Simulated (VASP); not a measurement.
# HSe12 (C2) in VASP: single point with PBE+D3(BJ)

Aim: the single point of HSe12 with PBE+D3(BJ).

Everything below comes from runs of VASP 6.6.1. Logs are shortened: lines on timing, memory, paths and dates and some standing lists are left out, and cuts for length are marked.

**1. The cell of the first run**

Symmetry: C2, No. 5, monoclinic system. Conventional cell: a = 13.812 Å, b = 8.455 Å, c = 5.126 Å, α = 90.00°, β = 90.92°, γ = 90.00°. Within 3.2 Å of Se (site symmetry 2) lie 2 Se at 2.43 Å and 2 H at 2.94 Å. Within 3.2 Å of Se (site symmetry 1) lie 4 Se at 2.43 to 3.17 Å. Se (site symmetry 2) has 6 Se at 2.53 to 3.13 Å within 3.3 Å. Within 3.2 Å of Se (site symmetry 1) lie 5 Se at 2.43 to 3.17 Å. Within 3.2 Å of Se (site symmetry 1) lie 2 Se at 2.43 Å and 1 H at 2.90 Å. Within 2.4 Å of Se (site symmetry 1) lie 1 H at 1.82 Å. Se (site symmetry 1) has 5 Se at 2.43 to 3.19 Å within 3.2 Å. H (site symmetry 2) has 2 Se at 1.82 Å within 2.4 Å.

**2. Single point, PBE+D3(BJ)**

INCAR reads:

```
SYSTEM = HSe12
  PREC = Accurate
  ENCUT = 520
  EDIFF = 1E-6
  ISMEAR = 0
  SIGMA = 0.1
  LREAL = .False.
  LASPH = .True.
  NELM = 100
  ALGO = Normal
  ISIF = 2
  LWAVE = .False.
  LCHARG = .True.
  GGA = PE
  IVDW = 12
  LELF = .True.
  LVHAR = .True.
  NBANDS = 48
```

KPOINTS reads:

```
Automatic mesh
0
Gamma
  4 4 6
  0 0 0
```

POSCAR reads:

```
HSe12
1.0
    8.4546707974     -0.0000000001      0.0000000000
   -4.2273353987      6.9057678540      0.0556850518
    0.0000000000      0.0414152937      5.1256205646
Se H
12 1
Direct
    0.1064886170      0.0000000000      0.1666666667
    0.1157547697      0.5028854354      0.1658142585
    0.6366497479      0.0000000000      0.1666666667
    0.6128693343      0.4971145646      0.1675190748
   -0.0089527583      0.1270008329      0.8341957473
   -0.0144331622      0.6166768992      0.8370339501
    0.4963051515      0.1235112809      0.8405222434
    0.4990920645      0.6314136092      0.8282911131
    0.3688899386      0.3833231008      0.4962993832
    0.3727938706      0.8764887191      0.4928110899
    0.8676784553      0.3685863908      0.5050422203
    0.8640464088      0.8729991671      0.4991375861
    0.2772620067      0.0000000000      0.6666666667
```

Potentials or basis: VASP PAW PBE potentials, release 64 (Se, H).

Command:

```sh
> cat potpaw_PBE.64/Se/POTCAR potpaw_PBE.64/H/POTCAR > POTCAR
> mpirun -np 1 vasp_std > vasp.out
```

OUTCAR:

```text
SYSTEM = HSe12
   PREC = Accurate
   ENCUT = 520
   EDIFF = 1E-6
   ISMEAR = 0
   LREAL = .False.
   LASPH = .True.
   NELM = 100
   ISIF = 2
   GGA = PE
   IVDW = 12
 IVDW          = 12

 ion  position               nearest neighbor table
   1  0.106  0.000  0.167-  12 2.43   5 2.43
   2  0.116  0.503  0.166-   6 2.43  11 2.48
   3  0.637  0.000  0.167-  10 2.53   7 2.53
   4  0.613  0.497  0.168-   9 2.43   8 2.48
   5  0.991  0.127  0.834-   1 2.43  12 2.47
   6  0.986  0.617  0.837-   2 2.43  11 2.43
   7  0.496  0.124  0.841-  13 1.82  10 2.49   3 2.53
   8  0.499  0.631  0.828-   9 2.43   4 2.48
   9  0.369  0.383  0.496-   4 2.43   8 2.43
  10  0.373  0.876  0.493-  13 1.82   7 2.49   3 2.53
  11  0.868  0.369  0.505-   6 2.43   2 2.48
  12  0.864  0.873  0.499-   1 2.43   5 2.47
  13  0.277  0.000  0.667-   7 1.82  10 1.82

  LATTYP: Found a base centered monoclinic cell.
 ALAT       =    13.8119847202
 B/A-ratio  =     0.6121256987
 C/A-ratio  =     0.3711116096
 COS(beta)  =    -0.0161425597

  Lattice vectors:

 A1 = (  -4.2273353987,  -6.9057678539,  -0.0556850518)
 A2 = (   4.2273353987,  -6.9057678540,  -0.0556850518)
 A3 = (   0.0000000000,   0.0414152937,   5.1256205646)

Analysis of symmetry for initial positions (statically):
=====================================================================
 Subroutine PRICEL returns:
 Original cell was already a primitive cell.

 Routine SETGRP: Setting up the symmetry group for a
 base centered monoclinic supercell.

 Subroutine GETGRP returns: Found  2 space group operations
 (whereof  1 operations were pure point group operations)
 out of a pool of  4 trial point group operations.

The static configuration has the point symmetry C_1 .
 The point group associated with its full space group is C_2 .

Analysis of symmetry for dynamics (positions and initial velocities):
=====================================================================
 Subroutine PRICEL returns:
 Original cell was already a primitive cell.

 Routine SETGRP: Setting up the symmetry group for a
 base centered monoclinic supercell.

 Subroutine GETGRP returns: Found  2 space group operations
 (whereof  1 operations were pure point group operations)
 out of a pool of  4 trial point group operations.

The dynamic configuration has the point symmetry C_1 .
 The point group associated with its full space group is C_2 .

 Subroutine INISYM returns: Found  2 space group operations
 (whereof  1 operations are pure point group operations),
 and found     1 'primitive' translations

----------------------------------------------------------------------------------------

                                     Primitive cell

  volume of cell :     299.2450

  direct lattice vectors                    reciprocal lattice vectors
     8.454670797 -0.000000000  0.000000000     0.118277816  0.072407962 -0.000585060
    -4.227335399  6.905767854  0.055685052     0.000000000  0.144815925 -0.001170121
     0.000000000  0.041415294  5.125620565    -0.000000000 -0.001573289  0.195111040

  length of vectors
     8.454670797  8.097104115  5.125787881     0.138682721  0.144820652  0.195117383

  position of ions in fractional coordinates (direct lattice)
     0.106488617  0.000000000  0.166666667
     0.115754770  0.502885435  0.165814258
     0.636649748  0.000000000  0.166666667
     0.612869334  0.497114565  0.167519075
     0.991047242  0.127000833  0.834195747
     0.985566838  0.616676899  0.837033950
     0.496305152  0.123511281  0.840522243
     0.499092064  0.631413609  0.828291113
     0.368889939  0.383323101  0.496299383
     0.372793871  0.876488719  0.492811090
     0.867678455  0.368586391  0.505042220
     0.864046409  0.872999167  0.499137586
     0.277262007  0.000000000  0.666666667

  ion indices of the primitive-cell ions
   primitive index   ion index
                 1           1
                 2           2
                 3           3
                 4           4
                 5           5
                 6           6
                 7           7
                 8           8
                 9           9
                10          10
                11          11
                12          12
                13          13

----------------------------------------------------------------------------------------

 KPOINTS: Automatic mesh

Automatic generation of k-mesh.
 Grid dimensions read from file:
 generate k-points for:    4    4    6

 Generating k-lattice:

  Cartesian coordinates                     Fractional coordinates (reciprocal lattice)
     0.029569454  0.018101991 -0.000146265     0.250000000  0.000000000  0.000000000
     0.000000000  0.036203981 -0.000292530     0.000000000  0.250000000  0.000000000
    -0.000000000 -0.000262215  0.032518507    -0.000000000  0.000000000  0.166666667

  Length of vectors
     0.034670680  0.036205163  0.032519564

  Shift w.r.t. Gamma in fractional coordinates (k-lattice)
     0.000000000  0.000000000  0.000000000

 Subroutine IBZKPT returns following result:
 ===========================================

 Found     34 irreducible k-points:

 Following reciprocal coordinates:
            Coordinates               Weight
  0.000000  0.000000  0.000000      1.000000
  0.250000  0.000000  0.000000      4.000000
  0.500000  0.000000  0.000000      2.000000
 -0.000000  0.250000  0.000000      2.000000
  0.250000  0.250000 -0.000000      4.000000
  0.500000  0.250000  0.000000      2.000000
[... 16 lines left out ...]
  0.250000  0.250000  0.333333      4.000000
  0.500000  0.250000  0.333333      4.000000
 [... further k-points ...]
   k-points           NKPTS =     34   k-points in BZ     NKDIM =     34   number of bands    NBANDS=     48
   number of dos      NEDOS =    301   number of ions     NIONS =     13
   total plane-waves  NPLWV = 153600
   dimension x,y,z NGX =    64 NGY =   60 NGZ =   40
   dimension x,y,z NGXF=   128 NGYF=  120 NGZF=   80
   ions per type =              12   1
   NGX,Y,Z   is equivalent  to a cutoff of  12.58, 12.32, 12.97 a.u.
   NGXF,Y,Z  is equivalent  to a cutoff of  25.17, 24.64, 25.95 a.u.
 SYSTEM =  HSe12
   PREC   = accura    normal or accurate (medium, high low for compatibility)
   ISTART =      0    job   : 0-new  1-cont  2-samecut
   ICHARG =      2    charge: 1-file 2-atom 10-const
   ISPIN  =      1    spin polarized calculation?
   LNONCOLLINEAR =      F non collinear calculations
   LSORBIT =      F    spin-orbit coupling
   LASPH  =      T    aspherical Exc in radial PAW
   ENCUT  =  520.0 eV  38.22 Ry    6.18 a.u.  15.72 15.06  9.53*2*pi/ulx,y,z
   NELM   =    100;   NELMIN=  2; NELMDL= -5     # of ELM steps
   EDIFF  = 0.1E-05   stopping-criterion for ELM
   LREAL  =      F    real-space projection
   EDIFFG = 0.1E-04   stopping-criterion for IOM
   NSW    =      0    number of steps for IOM
   IBRION =     -1    ionic relax: 0-MD 1-quasi-New 2-CG
   NFREE  =      0    steps in history (QN), initial steepest desc. (CG)
   ISIF   =      2    stress and relaxation
   ISYM   =      2    0-nonsym 1-usesym 2-fastsym
   POTIM  = 0.5000    time-step for ionic-motion
   TEBEG  =    0.0;   TEEND  =   0.0 temperature during run
   PSTRESS=    0.0 pullay stress
   NELECT =      73.0000    total number of electrons
   NUPDOWN=      -1.0000    fix difference up-down
   EMIN   =  10.00;   EMAX   =-10.00  energy-range for DOS
   EFERMI =   0.00;   METHOD = LEGACY
   ISMEAR =     0;   SIGMA  =   0.10  broadening in eV -4-tet -1-fermi 0-gaus
   EFERMI_NEDOS =   21; number of points for ismear=-14 and -15
   IALGO  =     38    algorithm
   IMIX   =      4    mixing-type and parameters
     AMIX     =   0.40;   BMIX     =  1.00
     AMIX_MAG =   1.60;   BMIX_MAG =  1.00
  volume/ion in A,a.u.               =      23.02       155.34
  Fermi-wavevector in a.u.,A,eV,Ry     =   1.022916  1.933032 14.236566  1.046358
  Thomas-Fermi vector in A             =   2.156622
   LORBIT       =      0    0 simple, 1 ext, 2 COOP (PROOUT), +10 PAW based schemes
   GGA     = PE    functional components
   LHFCALC =     F    Hartree Fock is set to
   AEXX    =    0.0000 exact exchange contribution
   IVDW    =    12    specifies the selected vdW correction
   LEPSILON=     F    determine dielectric tensor
   LRPA    =     F    only Hartree local field effects (RPA)
 non-spin polarized calculation
 Gauss-broadening in eV      SIGMA  =   0.10
  energy-cutoff  :      520.00
  volume of cell :      299.24
 maximum number of plane-waves:      8094
 NGX is ok and might be reduce to    64
   NGX = 31   NGY = 31   NGZ = 19

 number of electron      72.9999999 magnetization

 Free energy of the ion-electron system (eV)
  ---------------------------------------------------
  ext. energy  EPLUGINS =         0.00000000
  ---------------------------------------------------
  free energy    TOTEN  =       -43.09228803 eV

  energy without entropy =      -43.07296461  energy(sigma->0) =      -43.08262632

 E-fermi :   4.2486     XC(G=0):  -9.4214

 val. band max:        4.2444485440   @ k =   0.5000   0.2500   0.3333
 cond. band min:       4.2492720534   @ k =   0.5000  -0.0000   0.3333
 fundamental gap:      0.0048235094
 Fermi energy:         4.2485515984

 k-point     1 :       0.0000    0.0000    0.0000
  band No.  band energies     occupation
      1     -12.3150      2.00000
      2     -11.4780      2.00000
      3     -11.3874      2.00000
      4     -11.3263      2.00000
      5      -9.2300      2.00000
      6      -9.0611      2.00000
[... 40 lines left out ...]
     47       7.5762      0.00000
     48       7.6664      0.00000

 k-point     2 :       0.2500    0.0000    0.0000
  band No.  band energies     occupation
      1     -12.2178      2.00000
      2     -11.6222      2.00000
      3     -11.4139      2.00000
      4     -11.3496      2.00000
      5      -9.1072      2.00000
      6      -8.9413      2.00000
[... 40 lines left out ...]
     47       7.0652      0.00000
     48       7.3260      0.00000

 k-point     3 :       0.5000    0.0000    0.0000
  band No.  band energies     occupation
      1     -11.9582      2.00000
      2     -11.9462      2.00000
      3     -11.4051      2.00000
      4     -11.3823      2.00000
      5      -8.9682      2.00000
      6      -8.7915      2.00000
[... 40 lines left out ...]
     47       6.6372      0.00000
     48       6.8061      0.00000

 k-point     4 :      -0.0000    0.2500    0.0000
  band No.  band energies     occupation
      1     -12.2096      2.00000
      2     -11.5220      2.00000
      3     -11.4943      2.00000
      4     -11.3964      2.00000
      5      -9.1345      2.00000
      6      -8.9298      2.00000
[... 958 lines left out ...]
     47       6.5857      0.00000
     48       6.6714      0.00000

 k-point    23 :       0.2500    0.2500    0.3333
  band No.  band energies     occupation
      1     -11.5703      2.00000
      2     -11.3408      2.00000
      3     -11.2164      2.00000
      4     -10.9210      2.00000
      5     -10.2128      2.00000
      6     -10.0479      2.00000
[... 40 lines left out ...]
     47       6.4715      0.00000
     48       6.5642      0.00000

 k-point    24 :       0.5000    0.2500    0.3333
  band No.  band energies     occupation
      1     -11.5941      2.00000
      2     -11.3559      2.00000
      3     -11.1954      2.00000
      4     -10.8829      2.00000
      5     -10.2155      2.00000
      6     -10.0834      2.00000
[... 40 lines left out ...]
     47       6.4382      0.00000
     48       6.6014      0.00000

 [... further k-points ...]

------------------------ aborting loop because EDIFF is reached ----------------------------------------

 Edisp (eV)   -4.31499

 E8    (eV) :    -1.7673

  FORCE on cell =-STRESS in cart. coord.  units (eV):
  Direction    XX          YY          ZZ          XY          YZ          ZX
  --------------------------------------------------------------------------------------
  -------------------------------------------------------------------------------------
  Total       0.13844     0.13842     0.24567    -0.00000    -0.00117     0.00000
  in kB       0.74119     0.74113     1.31532    -0.00000    -0.00624     0.00000
  external pressure =        0.93 kB  Pullay stress =        0.00 kB

 VOLUME and BASIS-vectors are now :
 -----------------------------------------------------------------------------
  energy-cutoff  :      520.00
  volume of cell :      299.24
      direct lattice vectors                 reciprocal lattice vectors
     8.454670797 -0.000000000  0.000000000     0.118277816  0.072407962 -0.000585060
    -4.227335399  6.905767854  0.055685052     0.000000000  0.144815925 -0.001170121
     0.000000000  0.041415294  5.125620565    -0.000000000 -0.001573289  0.195111040

 POSITION                                       TOTAL-FORCE (eV/Angst)
 -----------------------------------------------------------------------------------
      0.90033      0.00690      0.85427         0.018587     -0.000000      0.000000
     -1.14720      3.47968      0.87790         0.019304     -0.000917      0.000302
      5.38266      0.00690      0.85427         0.018917     -0.000000      0.000000
      3.08014      3.43990      0.88632         0.019304      0.000917     -0.000302
      7.84210      0.91159      4.28284        -0.011387      0.014080     -0.007219
      5.72574      4.29329      4.32466        -0.011348      0.012101      0.002516
      3.67397      0.88775      4.31508        -0.006562      0.009563      0.007199
      1.55046      4.39470      4.28067        -0.008831      0.017088      0.002130
      1.49841      2.66769      2.56519        -0.011348     -0.012101     -0.002516
     -0.55336      6.07324      2.57477        -0.006562     -0.009563     -0.007199
      5.77780      2.56629      2.60918        -0.008831     -0.017088     -0.002130
      3.61477      6.04940      2.60700        -0.011387     -0.014080      0.007219
      2.34416      0.02761      3.41708         0.000145     -0.000000      0.000000
 -----------------------------------------------------------------------------------
    total drift:                               -0.000170      0.000003      0.000005

  FREE ENERGIE OF THE ION-ELECTRON SYSTEM (eV)
  ---------------------------------------------------
  free  energy   TOTEN  =       -47.4072829818 eV

  energy  without entropy=      -47.3879595540  energy(sigma->0) =      -47.39762127
```

Wall time 19 min (1 thread of Oxide Virtual Turin-like, shared host); peak memory 0.56 GiB.

Results:

| Item | Value |
| --- | --- |
| Free energy | -47.4073 eV |
| Pressure | 0.1 GPa |
| Largest force | 0.019 eV/Å |
| Dispersion energy per atom | -0.332 eV |

Forces on the atoms (eV/Å):
```
Se   0.019  0.000  0.000
Se   0.019 -0.001  0.000
Se   0.019  0.000  0.000
Se   0.019  0.001  0.000
Se  -0.011  0.014 -0.007
Se  -0.011  0.012  0.003
Se  -0.007  0.010  0.007
Se  -0.009  0.017  0.002
Se  -0.011 -0.012 -0.003
Se  -0.007 -0.010 -0.007
Se  -0.009 -0.017 -0.002
Se  -0.011 -0.014  0.007
H    0.000  0.000  0.000
```

Levels at points of the mesh, in eV from the Fermi level:
```
           k point  band 34  band 35  band 36  band 37  band 38  band 39  band 40  band 41
(0.00, 0.00, 0.00)    -1.67    -1.56    -1.28     0.20     0.52     0.55     0.61     0.77
(0.50, 0.00, 0.00)    -1.97    -1.57    -1.43     0.17     0.64     0.81     1.03     1.27
(0.00, 0.50, 0.00)    -1.98    -1.78    -1.60     0.33     0.45     0.74     0.77     1.52
(0.00, 0.00, 0.50)    -1.20    -0.86    -0.68    -0.37     0.13     0.29     0.64     0.67
(0.50, 0.00, 0.50)    -1.49    -1.39    -1.23    -0.16     0.52     0.59     0.84     1.18
(0.00, 0.50, 0.50)    -1.33    -1.17    -1.01    -0.04     0.29     0.50     0.87     1.18
```

Caveat: pairwise dispersion overbinds metals, which lowers pressure and volume.
